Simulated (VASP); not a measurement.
# CdF2 (Fm-3m) in VASP: single point with PBE

Aim: the single point of CdF2 with PBE.

Everything below comes from runs of VASP 6.6.1. Logs are shortened: lines on timing, memory, paths and dates and some standing lists are left out, and cuts for length are marked.

## 1. The cell of the first run

Symmetry: Fm-3m, No. 225, cubic system. The conventional cell has a = 5.545 Å, b = 5.545 Å, c = 5.545 Å, α = 90.00°, β = 90.00°, γ = 90.00°. Cd (site symmetry m-3m) has 8 F at 2.40 Å within 3.2 Å. F (site symmetry -43m) has 4 Cd at 2.40 Å and 6 F at 2.77 Å within 3.2 Å.

## 2. Single point, PBE

INCAR

```
ALGO = Normal
EDIFF = 1E-6
ENCUT = 700
GGA = PE
GGA_COMPAT = False
ISIF = 2
ISMEAR = 0
LASPH = True
LCHARG = False
LREAL = False
LWAVE = False
NBANDS = 24
NELM = 120
PREC = Accurate
SIGMA = 0.02
```

KPOINTS

```
k-points
0
Gamma
  8 8 8
```

POSCAR

```
CdF2
1.0
    0.0000000000      2.7722656632      2.7722656632
    2.7722656632      0.0000000000      2.7722656632
    2.7722656632      2.7722656632      0.0000000000
Cd F
1 2
Direct
    0.0000000000      0.0000000000      0.0000000000
    0.2500000000      0.2500000000      0.2500000000
    0.7500000000      0.7500000000      0.7500000000
```

Potentials or basis: VASP PAW PBE potentials, release 64 (Cd_sv_GW, F).

Run with:

```sh
$ cat potpaw_PBE.64/Cd_sv_GW/POTCAR potpaw_PBE.64/F/POTCAR > POTCAR
$ mpirun -np 1 vasp_std > vasp.out
```

OUTCAR:

```text
EDIFF = 1E-6
   ENCUT = 700
   GGA = PE
   ISIF = 2
   ISMEAR = 0
   LASPH = True
   LREAL = False
   NELM = 120
   PREC = Accurate

 ion  position               nearest neighbor table
   1  0.000  0.000  0.000-
   2  0.250  0.250  0.250-
   3  0.750  0.750  0.750-

  LATTYP: Found a face centered cubic cell.
 ALAT       =     5.5445313264

  Lattice vectors:

 A1 = (   0.0000000000,   2.7722656632,   2.7722656632)
 A2 = (   2.7722656632,   0.0000000000,   2.7722656632)
 A3 = (   2.7722656632,   2.7722656632,   0.0000000000)

Analysis of symmetry for initial positions (statically):
=====================================================================
 Subroutine PRICEL returns:
 Original cell was already a primitive cell.

 Routine SETGRP: Setting up the symmetry group for a
 face centered cubic supercell.

 Subroutine GETGRP returns: Found 48 space group operations
 (whereof 48 operations were pure point group operations)
 out of a pool of 48 trial point group operations.

The static configuration has the point symmetry O_h .

Analysis of symmetry for dynamics (positions and initial velocities):
=====================================================================
 Subroutine PRICEL returns:
 Original cell was already a primitive cell.

 Routine SETGRP: Setting up the symmetry group for a
 face centered cubic supercell.

 Subroutine GETGRP returns: Found 48 space group operations
 (whereof 48 operations were pure point group operations)
 out of a pool of 48 trial point group operations.

The dynamic configuration has the point symmetry O_h .

 Subroutine INISYM returns: Found 48 space group operations
 (whereof 48 operations are pure point group operations),
 and found     1 'primitive' translations

----------------------------------------------------------------------------------------

                                     Primitive cell

  volume of cell :      42.6123

  direct lattice vectors                    reciprocal lattice vectors
     0.000000000  2.772265663  2.772265663    -0.180357895  0.180357895  0.180357895
     2.772265663  0.000000000  2.772265663     0.180357895 -0.180357895  0.180357895
     2.772265663  2.772265663  0.000000000     0.180357895  0.180357895 -0.180357895

  length of vectors
     3.920575699  3.920575699  3.920575699     0.312389038  0.312389038  0.312389038

  position of ions in fractional coordinates (direct lattice)
     0.000000000  0.000000000  0.000000000
     0.250000000  0.250000000  0.250000000
     0.750000000  0.750000000  0.750000000

  ion indices of the primitive-cell ions
   primitive index   ion index
                 1           1
                 2           2
                 3           3

----------------------------------------------------------------------------------------

 KPOINTS: k-points

Automatic generation of k-mesh.
 Grid dimensions read from file:
 generate k-points for:    8    8    8

 Generating k-lattice:

  Cartesian coordinates                     Fractional coordinates (reciprocal lattice)
    -0.022544737  0.022544737  0.022544737     0.125000000  0.000000000  0.000000000
     0.022544737 -0.022544737  0.022544737     0.000000000  0.125000000  0.000000000
     0.022544737  0.022544737 -0.022544737     0.000000000  0.000000000  0.125000000

  Length of vectors
     0.039048630  0.039048630  0.039048630

  Shift w.r.t. Gamma in fractional coordinates (k-lattice)
     0.000000000  0.000000000  0.000000000

 Subroutine IBZKPT returns following result:
 ===========================================

 Found     29 irreducible k-points:

 Following reciprocal coordinates:
            Coordinates               Weight
  0.000000  0.000000  0.000000      1.000000
  0.125000  0.000000  0.000000      8.000000
  0.250000  0.000000  0.000000      8.000000
  0.375000  0.000000  0.000000      8.000000
  0.500000  0.000000  0.000000      4.000000
  0.125000  0.125000  0.000000      6.000000
[... 16 lines left out ...]
  0.500000  0.250000  0.125000     48.000000
 -0.375000  0.250000  0.125000     24.000000
 [... further k-points ...]
   k-points           NKPTS =     29   k-points in BZ     NKDIM =     29   number of bands    NBANDS=     24
   number of dos      NEDOS =    301   number of ions     NIONS =      3
   total plane-waves  NPLWV =  46656
   dimension x,y,z NGX =    36 NGY =   36 NGZ =   36
   dimension x,y,z NGXF=    72 NGYF=   72 NGZF=   72
   ions per type =               1   2
   NGX,Y,Z   is equivalent  to a cutoff of  15.27, 15.27, 15.27 a.u.
   NGXF,Y,Z  is equivalent  to a cutoff of  30.53, 30.53, 30.53 a.u.
 SYSTEM =  unknown system
   PREC   = accura    normal or accurate (medium, high low for compatibility)
   ISTART =      0    job   : 0-new  1-cont  2-samecut
   ICHARG =      2    charge: 1-file 2-atom 10-const
   ISPIN  =      1    spin polarized calculation?
   LNONCOLLINEAR =      F non collinear calculations
   LSORBIT =      F    spin-orbit coupling
   LASPH  =      T    aspherical Exc in radial PAW
   ENCUT  =  700.0 eV  51.45 Ry    7.17 a.u.   8.46  8.46  8.46*2*pi/ulx,y,z
   NELM   =    120;   NELMIN=  2; NELMDL= -5     # of ELM steps
   EDIFF  = 0.1E-05   stopping-criterion for ELM
   LREAL  =      F    real-space projection
   EDIFFG = 0.1E-04   stopping-criterion for IOM
   NSW    =      0    number of steps for IOM
   IBRION =     -1    ionic relax: 0-MD 1-quasi-New 2-CG
   NFREE  =      0    steps in history (QN), initial steepest desc. (CG)
   ISIF   =      2    stress and relaxation
   ISYM   =      2    0-nonsym 1-usesym 2-fastsym
   POTIM  = 0.5000    time-step for ionic-motion
   TEBEG  =    0.0;   TEEND  =   0.0 temperature during run
   PSTRESS=    0.0 pullay stress
   NELECT =      34.0000    total number of electrons
   NUPDOWN=      -1.0000    fix difference up-down
   EMIN   =  10.00;   EMAX   =-10.00  energy-range for DOS
   EFERMI =   0.00;   METHOD = LEGACY
   ISMEAR =     0;   SIGMA  =   0.02  broadening in eV -4-tet -1-fermi 0-gaus
   EFERMI_NEDOS =   21; number of points for ismear=-14 and -15
   IALGO  =     38    algorithm
   IMIX   =      4    mixing-type and parameters
     AMIX     =   0.40;   BMIX     =  1.00
     AMIX_MAG =   1.60;   BMIX_MAG =  1.00
  volume/ion in A,a.u.               =      14.20        95.85
  Fermi-wavevector in a.u.,A,eV,Ry     =   1.518412  2.869383 31.369252  2.305575
  Thomas-Fermi vector in A             =   2.627536
   LORBIT       =      0    0 simple, 1 ext, 2 COOP (PROOUT), +10 PAW based schemes
   GGA     = PE    functional components
   LHFCALC =     F    Hartree Fock is set to
   AEXX    =    0.0000 exact exchange contribution
   IVDW    =     0    specifies the selected vdW correction
   LEPSILON=     F    determine dielectric tensor
   LRPA    =     F    only Hartree local field effects (RPA)
 non-spin polarized calculation
 Gauss-broadening in eV      SIGMA  =   0.02
  energy-cutoff  :      700.00
  volume of cell :       42.61
 maximum number of plane-waves:      1812
 NGX is ok and might be reduce to    36
   NGX = 17   NGY = 17   NGZ = 17

 number of electron      34.0000009 magnetization

 Free energy of the ion-electron system (eV)
  ---------------------------------------------------
  ext. energy  EPLUGINS =         0.00000000
  ---------------------------------------------------
  free energy    TOTEN  =       -11.00268907 eV

  energy without entropy =      -11.00268907  energy(sigma->0) =      -11.00268907

 E-fermi :   0.0043     XC(G=0): -10.0833

 val. band max:       -0.1189392232   @ k =  -0.2500   0.5000   0.2500
 cond. band min:       2.6644942513   @ k =   0.0000   0.0000   0.0000
 fundamental gap:      2.7834334746
 Fermi energy:         0.0042824891

 k-point     1 :       0.0000    0.0000    0.0000
  band No.  band energies     occupation
      1     -98.7431      2.00000
      2     -59.8317      2.00000
      3     -59.8317      2.00000
      4     -59.8317      2.00000
      5     -20.4825      2.00000
      6     -19.6008      2.00000
[... 16 lines left out ...]
     23      19.1587      0.00000
     24      19.1587      0.00000

 k-point     2 :       0.1250    0.0000    0.0000
  band No.  band energies     occupation
      1     -98.7430      2.00000
      2     -59.8319      2.00000
      3     -59.8318      2.00000
      4     -59.8318      2.00000
      5     -20.4428      2.00000
      6     -19.6350      2.00000
[... 16 lines left out ...]
     23      18.7257      0.00000
     24      18.7257      0.00000

 k-point     3 :       0.2500    0.0000    0.0000
  band No.  band energies     occupation
      1     -98.7430      2.00000
      2     -59.8325      2.00000
      3     -59.8319      2.00000
      4     -59.8319      2.00000
      5     -20.3345      2.00000
      6     -19.7287      2.00000
[... 16 lines left out ...]
     23      18.0523      0.00000
     24      18.5463      0.00000

 k-point     4 :       0.3750    0.0000    0.0000
  band No.  band energies     occupation
      1     -98.7430      2.00000
      2     -59.8330      2.00000
      3     -59.8319      2.00000
      4     -59.8319      2.00000
      5     -20.1852      2.00000
      6     -19.8617      2.00000
[... 16 lines left out ...]
     23      17.6089      0.00000
     24      18.1174      0.00000

 k-point     5 :       0.5000    0.0000    0.0000
  band No.  band energies     occupation
      1     -98.7430      2.00000
      2     -59.8332      2.00000
      3     -59.8320      2.00000
      4     -59.8320      2.00000
      5     -20.0462      2.00000
      6     -19.9934      2.00000
[... 16 lines left out ...]
     23      17.4649      0.00000
     24      17.8050      0.00000

 k-point     6 :       0.1250    0.1250    0.0000
  band No.  band energies     occupation
      1     -98.7431      2.00000
      2     -59.8319      2.00000
      3     -59.8318      2.00000
      4     -59.8318      2.00000
      5     -20.4306      2.00000
      6     -19.6449      2.00000
[... 16 lines left out ...]
     23      18.7384      0.00000
     24      19.2849      0.00000
[... 379 lines left out ...]
 k-point    21 :       0.5000    0.5000    0.0000
  band No.  band energies     occupation
      1     -98.7429      2.00000
      2     -59.8332      2.00000
      3     -59.8323      2.00000
      4     -59.8323      2.00000
      5     -20.1117      2.00000
      6     -19.8910      2.00000
[... 16 lines left out ...]
     23      18.4724      0.00000
     24      20.4204      0.00000

 k-point    22 :       0.3750    0.2500    0.1250
  band No.  band energies     occupation
      1     -98.7430      2.00000
      2     -59.8326      2.00000
      3     -59.8321      2.00000
      4     -59.8320      2.00000
      5     -20.2597      2.00000
      6     -19.7876      2.00000
[... 16 lines left out ...]
     23      18.6448      0.00000
     24      20.7061      0.00000

 k-point    23 :       0.5000    0.2500    0.1250
  band No.  band energies     occupation
      1     -98.7430      2.00000
      2     -59.8329      2.00000
      3     -59.8323      2.00000
      4     -59.8320      2.00000
      5     -20.1397      2.00000
      6     -19.8907      2.00000
[... 16 lines left out ...]
     23      18.1331      0.00000
     24      20.7791      0.00000

 k-point    24 :      -0.3750    0.2500    0.1250
  band No.  band energies     occupation
      1     -98.7430      2.00000
      2     -59.8330      2.00000
      3     -59.8324      2.00000
      4     -59.8321      2.00000
      5     -20.0247      2.00000
      6     -19.9983      2.00000
[... 16 lines left out ...]
     23      17.9502      0.00000
     24      21.1566      0.00000

 [... further k-points ...]

------------------------ aborting loop because EDIFF is reached ----------------------------------------

  FORCE on cell =-STRESS in cart. coord.  units (eV):
  Direction    XX          YY          ZZ          XY          YZ          ZX
  --------------------------------------------------------------------------------------
  -------------------------------------------------------------------------------------
  Total       -0.8978360     -0.8978360     -0.8978360      0.0000000     -0.0000000     -0.0000000
  in kB      -33.7577165    -33.7577165    -33.7577165      0.0000000     -0.0000000     -0.0000000
  external PRESSURE =     -33.7577165 kB  Pullay stress =       0.0000000 kB

 VOLUME and BASIS-vectors are now :
 -----------------------------------------------------------------------------
  energy-cutoff  :      700.00
  volume of cell :       42.61
      direct lattice vectors                 reciprocal lattice vectors
     0.000000000  2.772265663  2.772265663    -0.180357895  0.180357895  0.180357895
     2.772265663  0.000000000  2.772265663     0.180357895 -0.180357895  0.180357895
     2.772265663  2.772265663  0.000000000     0.180357895  0.180357895 -0.180357895

 POSITION                                       TOTAL-FORCE (eV/Angst)
 -----------------------------------------------------------------------------------
      0.00000      0.00000      0.00000         0.000000      0.000000      0.000000
      1.38613      1.38613      1.38613         0.000000     -0.000000     -0.000000
      4.15840      4.15840      4.15840        -0.000000      0.000000      0.000000
 -----------------------------------------------------------------------------------
    total drift:                               -0.000000      0.000000      0.000000

  FREE ENERGIE OF THE ION-ELECTRON SYSTEM (eV)
  ---------------------------------------------------
  free  energy   TOTEN  =       -11.0026890695 eV

  energy  without entropy=      -11.0026890695  energy(sigma->0) =      -11.00268907
```

It took 28 s on 1 thread of AMD EPYC 9R45 (Zen 5), shared host; peak memory 0.21 GiB.

Results:

* Free energy: -11.0027 eV
* Pressure: -3.4 GPa
* Band gap on the k mesh: 2.78 eV (least direct gap 3.38 eV)

Caveat: the cell stands under tension. A k mesh can miss the band edges.
